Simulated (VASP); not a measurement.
KF: single point with PBE

The system is KF.

```
K F
1.0
     3.25895    0.00000    0.00000
     0.00000    3.25895    0.00000
     0.00000    0.00000    3.25895
K F
1 1
Cartesian
  -0.1923 -0.4298 0.2034
  1.5238 1.9799 1.5587
```

| Item | Value |
| --- | --- |
| Program | VASP 6.6.1 |
| Task | single point |
| Functional | PBE |
| Potentials or basis | VASP PAW PBE potentials, release 64 (K_sv, F) |
| Cutoff | 600 eV |
| k mesh | 3 × 3 × 3 |
| Occupations | tetrahedron |
| Spin | no spin polarisation |

```yaml
Largest_force: 1.608 eV/Å
```

Forces on the atoms (eV/Å):
```
K    0.497  0.989 -1.166
F   -0.497 -0.989  1.166
```

Levels at points of the mesh, in eV from the Fermi level:
```csv
k point,band 4,band 5,band 6,band 7,band 8,band 9,band 10,band 11,band 12,band 13
"(0.00, 0.00, 0.00)",-17.06,-17.01,-7.94,-7.80,-7.67,-1.60,1.24,2.37,6.70,6.87
```

Run time: 12 s on 1 thread of Intel Xeon 8259CL (shared host), peak memory 0.16 GiB.

Caveat: the k points lie up to 0.64 Å⁻¹ apart; the cell carries a net charge on a neutralising background, which shifts energy and pressure; the cell is charged against a uniform background, so pressure and absolute levels hang on convention; forces of over 1 eV/Å act on the atoms, so gaps and moduli don't describe the material at rest.
